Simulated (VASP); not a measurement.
Write the native input for VASP 6.6.1 that does the following.

```
Task                   : single point
Functional             : PBE
Potentials or basis    : VASP PAW PBE potentials, release 64 (Mg, I)
Cutoff                 : 520 eV
k mesh                 : 12 × 12 × 4
Occupations            : fermi-dirac, width 0.02 eV
Spin                   : no spin polarisation
Dipole correction      : no
Further INCAR settings : ALGO = Normal; EDIFF = 1e-07; NBANDS = 15
```

The structure of MgI2 lies in POSCAR:

```
MgI2
1.0
    4.2195712777      0.0000000000      0.0000000000
   -2.1097856388      3.6542559196      0.0000000000
    0.0000000000      0.0000000000      6.8217752176
Mg I
1 2
Direct
    0.0000000000      0.0000000000      0.0000000000
    0.3333333333      0.6666666667      0.2413693008
    0.6666666667      0.3333333333      0.7586306992
```

This cell differs from its parent crystal: epitaxial xy strain +1.5%.

One way to write it, as run:

INCAR

```
SYSTEM = MgI2
PREC = Accurate ; ENCUT = 520
EDIFF = 1E-7 ; ISMEAR = -1
SIGMA = 0.02 ; LREAL = .False.
LASPH = .True. ; NELM = 100
ALGO = Normal ; ISIF = 2
LWAVE = .False. ; LCHARG = .True.
GGA = PE ; LELF = .True.
LVHAR = .True. ; NBANDS = 15
```

KPOINTS

```
regular mesh
0
Gamma
  12 12 4
  0 0 0
```

Potentials or basis: VASP PAW PBE potentials, release 64 (Mg, I).

Command:

```sh
$ cat potpaw_PBE.64/Mg/POTCAR potpaw_PBE.64/I/POTCAR > POTCAR
$ mpirun -np 1 vasp_std > vasp.out
```

Results of the run:

```
Pressure               : 0.5 GPa
Band gap on the k mesh : 3.39 eV (least direct gap 3.46 eV)
```

Caveat: the cell differs from its parent crystal (epitaxial xy strain +1.5%); spin-orbit coupling is left out, which moves the levels of the heavy elements; this functional lacks dispersion, which binds layers or chains, so the pressure and a relaxed spacing across them are unreliable.

Wall time 88 s on 1 thread of Intel(R) Xeon(R) Platinum 8259CL CPU @ 2.50GHz (Skylake/Cascade Lake) (shared host), peak memory 0.29 GiB.
